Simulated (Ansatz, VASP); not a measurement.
EuMoN2 in VASP and in Ansatz

```xyz
4
Lattice="1.7970 -2.7776 0.0000 1.7970 2.7776 0.0000 0.0000 0.0000 7.9721" Properties=species:S:1:pos:R:3 pbc="T T T"
Eu    1.7970    0.0000    3.9861
Mo    1.7970    0.0000    0.0000
N     1.7970    0.0000    1.8262
N     1.7970    0.0000    6.1459
```

Alike in both runs: functional PBE; k mesh 6 × 6 × 2; occupations gaussian, width 0.1 eV; collinear spin.

Ansatz relaxed the structure, and its values are those at the end. VASP's run is a single point on that final structure, the one shown.

|  | VASP | Ansatz |
| --- | --- | --- |
| version | VASP 6.6.1 | Ansatz 0.2.0 |
| potentials or method | VASP PAW PBE potentials, release 64 (Eu, Mo_sv, N), cutoff 520 eV | scalar-relativistic, plane waves, PAW |
| valence electrons in the cell | 41 | 41 |

VASP gave:

```
gap on the k mesh at the Fermi level (eV)                     : none
pressure (GPa)                                                : 0.1
rms of the force components (eV/Å)                            : 0.002
net moment per atom (μB)                                      : 1.79
size of the moment on the site where the two differ most (μB) : 6.64
```

**Question.** What did Ansatz give for the same quantities?

**Answer.** gap on the k mesh at the Fermi level (eV): none; pressure (GPa): 0.1; rms of the force components (eV/Å): 0.007; net moment per atom (μB): 1.79; size of the moment on the site where the two differ most (μB): 6.30.

Site moments also hang on the region over which each program counts them. A gap of «none» marks a metal or a gap that the smearing closes.

The k mesh is coarse, so the values compare programs but aren't converged. Spin-orbit coupling is off throughout.
